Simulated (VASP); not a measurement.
Write the native input for VASP 6.6.1 that does the following.

```
Task                   : single point
Functional             : PBE
Potentials or basis    : VASP PAW PBE potentials, release 64 (Si, Ni)
Cutoff                 : 520 eV
k mesh                 : 16 × 16 × 16
Occupations            : gaussian, width 0.15 eV
Spin                   : no spin polarisation
Dipole correction      : no
Further INCAR settings : ALGO = Normal; EDIFF = 1e-06; NBANDS = 16
```

The structure of Si2Ni lies in POSCAR:

```
Si2Ni
1.0
    0.0000000000      2.7642640990      2.7234129054
    2.7642640990      0.0000000000      2.7234129054
    2.7642640990      2.7642640990      0.0000000000
Si Ni
2 1
Direct
    0.2500000000      0.2500000000      0.2500000000
    0.7500000000      0.7500000000      0.7500000000
    0.0000000000      0.0000000000      0.0000000000
```

This cell differs from its parent crystal: strain +0.015 along x and y, +0.000 along z.

The input as run:

INCAR

```
  PREC = Accurate
  ENCUT = 520
  EDIFF = 1E-6
  ISMEAR = 0
  SIGMA = 0.15
  LREAL = False
  LASPH = True
  NELM = 80
  ALGO = Normal
  ISIF = 2
  LWAVE = False
  LCHARG = True
  GGA = PE
  LELF = True
  LVHAR = True
  NBANDS = 16
```

KPOINTS

```
Automatic mesh
0
Gamma
  16 16 16
```

Potentials or basis: VASP PAW PBE potentials, release 64 (Si, Ni).

Run with:

```console
$ cat potpaw_PBE.64/Si/POTCAR potpaw_PBE.64/Ni/POTCAR > POTCAR
$ mpirun -np 1 vasp_std > vasp.out
```

Results of the run:

The pressure is -4.2 GPa and the band gap on the k mesh is zero (bands 9 and 10 overlap by 2.28 eV).

Caveat: the cell differs from its parent crystal (strain +0.015 along x and y, +0.000 along z); the cell stands under tension.

It took 120 s on 1 thread of AMD EPYC 9R45 96-Core Processor (Zen 5) (shared host), peak memory 0.31 GiB.
